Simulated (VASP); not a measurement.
A run of VASP 6.6.1:

INCAR

```
SYSTEM = CdS
PREC = Accurate ; ENCUT = 500
EDIFF = 1E-6 ; ISMEAR = 0
SIGMA = 0.01 ; LREAL = .False.
LASPH = .True. ; NELM = 120
ALGO = Normal ; ISIF = 2
LWAVE = .False. ; LCHARG = .True.
GGA = PE ; LELF = .True.
LVHAR = .True. ; NBANDS = 26
GGA_COMPAT = .False.
```

KPOINTS

```
Automatic mesh
0
Gamma
  3 3 2
  0 0 0
```

File POSCAR:

```
CdS
1.0
    4.1500000000      0.0000000000      0.0000000000
   -2.0750000000      3.5940054300      0.0000000000
    0.0000000000      0.0000000000      6.7370000000
Cd S
2 2
Direct
    0.3333333300      0.6666666700      0.0000000000
    0.6666666700      0.3333333300      0.5000000000
    0.3333333300      0.6666666700      0.3750000000
    0.6666666700      0.3333333300      0.8750000000
```

Potentials or basis: VASP PAW PBE potentials, release 64 (Cd, S).

Command:

```sh
$ cat potpaw_PBE.64/Cd/POTCAR potpaw_PBE.64/S/POTCAR > POTCAR
$ mpirun -np 1 vasp_std > vasp.out
```

Hardware: 1 thread of Intel(R) Xeon(R) Platinum 8259CL CPU @ 2.50GHz (Skylake/Cascade Lake) (shared host).

Q: Estimate the wall time of this run.

A: Run time: 20 s on 1 thread of Intel(R) Xeon(R) Platinum 8259CL CPU @ 2.50GHz (Skylake/Cascade Lake) (shared host), peak memory 0.2 GiB. Counts: scf iterations 14, k points 6.
